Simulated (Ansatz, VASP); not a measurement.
## Two plane-wave programs on GaAs

The input POSCAR:

```
GaAs
1.0
    3.6064012100      0.0000000000      0.0000000000
   -1.8032006000      3.1232350600      0.0000000000
    0.0000000000      0.0000000000      3.5731941600
Ga As
1 1
Direct
    0.3333333300      0.6666666700      0.5000000000
    0.0000000000      0.0000000000      0.0000000000
```

Contents of INCAR.step1:

```
SYSTEM = GaAs
ALGO = Normal
EDIFF = 1E-5
ENCUT = 520
GGA = PE
ISIF = 2
ISMEAR = -1
LASPH = .True.
LCHARG = .False.
LREAL = .False.
LWAVE = .True.
NBANDS = 16
NELM = 80
PREC = Accurate
SIGMA = 0.05
```

File INCAR.step2:

```
SYSTEM = GaAs
ALGO = Normal
EDIFF = 1E-6
ENCUT = 520
GGA = PE
HFSCREEN = 0.2079
ISIF = 2
ISMEAR = -1
ISTART = 1
LASPH = .True.
LCHARG = .False.
LHFCALC = .True.
LREAL = .False.
LWAVE = .False.
NBANDS = 16
NELM = 80
PREC = Accurate
PRECFOCK = Normal
SIGMA = 0.05
```

File KPOINTS:

```
k-points
0
Gamma
  5 5 4
  0 0 0
```

File input:

```
crystal:
  lattice:
    - [3.60640121, 0.0, 0.0]
    - [-1.8032006, 3.12323506, 0.0]
    - [0.0, 0.0, 3.57319416]
  atoms:
    - { symbol: Ga, position: [0.33333333, 0.66666667, 0.5] }
    - { symbol: As, position: [0.0, 0.0, 0.0] }
hamiltonian:
  xc: hse06
  pseudopotentials: { kind: paw }
kpoints:
  mp_grid: { grid: [5, 5, 4] }
  band_path:
    path:
      - [[0.0, 0.0, 0.0], [0.5, 0.0, 0.0], [0.3333333333, 0.3333333333, 0.0], [0.0, 0.0, 0.0], [0.0, 0.0, 0.5], [0.5, 0.0, 0.5], [0.3333333333, 0.3333333333, 0.5], [0.0, 0.0, 0.5]]
      - [[0.5, 0.0, 0.5], [0.5, 0.0, 0.0]]
      - [[0.3333333333, 0.3333333333, 0.0], [0.3333333333, 0.3333333333, 0.5]]
    npoints: 4
scf:
  occupations: { method: fermi_dirac, width: 0.05 }
  n_extra_bands: 6
output:
  forces: true
  stress: true
  eigenvalues: true
  fatbands: false
  write_density: true
  write_potential: true
  elf: true
  volumetric_format: npy
```

Alike in both runs: functional HSE06; k mesh 5 × 5 × 4; occupations fermi-dirac, width 0.05 eV; no spin polarisation.

|  | VASP | Ansatz |
| --- | --- | --- |
| version | VASP 6.6.1 | Ansatz 0.2.0 |
| potentials or method | VASP PAW PBE potentials, release 64 (Ga_d, As) | Ansatz PAW |
| plane-wave cutoff (eV) | 520 | 420 |
| valence electrons in the cell | 18 | 28 |
| task | single point | band structure |

VASP gave:

```
gap on the k mesh at the Fermi level (eV)                     : none
pressure (GPa)                                                : -2.5
traceless stress, the component that is largest in VASP (GPa) : -3.26
```

Problem. What did Ansatz give for the same quantities?

Solution. gap on the k mesh at the Fermi level (eV): none; pressure (GPa): -2.5; traceless stress, the component that is largest in VASP (GPa): -3.22.

A gap of «none» marks a metal or a gap that the smearing closes. With one functional, cell and mesh, what is left measures potentials, basis and numerics. VASP's potentials hold 18 valence electrons a cell and Ansatz's 28, so a difference there can come from the potentials and not from the codes.

The k mesh is coarse, so the values compare programs but aren't converged.
